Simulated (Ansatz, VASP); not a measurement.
# Two plane-wave programs on La

File POSCAR:

```
La
1.0
   -2.1235768607      2.1235768607      2.1235768607
    2.1235768607     -2.1235768607      2.1235768607
    2.1235768607      2.1235768607     -2.1235768607
La
1
Direct
    0.0000000000      0.0000000000      0.0000000000
```

Contents of INCAR.step1:

```
ALGO = Normal
EDIFF = 1E-4
ENCUT = 520
GGA = PE
ISMEAR = -1
ISPIN = 2
LASPH = T
LCHARG = F
LMAXMIX = 6
LREAL = F
LWAVE = T
MAGMOM = 0.363
NBANDS = 16
NELM = 150
PREC = Accurate
SIGMA = 0.05
```

The input INCAR.step2:

```
ALGO = Normal
EDIFF = 1E-6
ENCUT = 520
ISIF = 2
ISMEAR = -1
ISPIN = 2
ISTART = 1
LASPH = T
LCHARG = T
LELF = T
LMAXMIX = 6
LMIXTAU = T
LORBIT = 11
LREAL = F
LVHAR = T
LWAVE = F
MAGMOM = 0.363
METAGGA = R2SCAN
NBANDS = 16
NELM = 150
PREC = Accurate
SIGMA = 0.05
```

The input KPOINTS:

```
k-points
0
Gamma
  17 17 17
```

Input for Ansatz:

```yaml
crystal:
  lattice:
    - [-2.1235768607, 2.1235768607, 2.1235768607]
    - [2.1235768607, -2.1235768607, 2.1235768607]
    - [2.1235768607, 2.1235768607, -2.1235768607]
  atoms:
    - { symbol: La, position: [0.0, 0.0, 0.0], spin: 0.363 }
hamiltonian:
  xc: r2scan
  pseudopotentials:
    kind: paw
    azcp:
      La: "pseudopotentials/La.paw.azcp"
basis:
  ecutwfc: 500
  fft_grid_basis: typed
kpoints:
  mp_grid: { grid: [17, 17, 17], shift: [0, 0, 0] }
magnetization:
  spin_polarized: true
scf:
  occupations: { method: fermi_dirac, width: 0.05 }
```

Alike in both runs: task single point; functional r2SCAN; k mesh 17 × 17 × 17; occupations fermi-dirac, width 0.05 eV; collinear spin.

|  | VASP | Ansatz |
| --- | --- | --- |
| version | VASP 6.6.1 | Ansatz 0.2.0 |
| potentials or method | VASP PAW PBE potentials, release 64 (La), cutoff 520 eV | plane waves (500 eV) with PAW, scalar-relativistic |
| valence electrons in the cell | 11 | 11 |

|  | VASP | Ansatz | Ansatz less VASP |
| --- | --- | --- | --- |
| net moment per atom (μB) | 0.54 | 0.54 | +0.002 |
| size of the moment on the site where the two differ most (μB) | 0.25 | 0.33 | +0.085 |

VASP's potentials were made for PBE, not for r2SCAN. Site moments also hang on the region over which each program counts them. The functional is the same, so the differences come from potentials, cutoffs and numerics. Ansatz's warnings: stability check not made.

Spin-orbit coupling is off throughout.
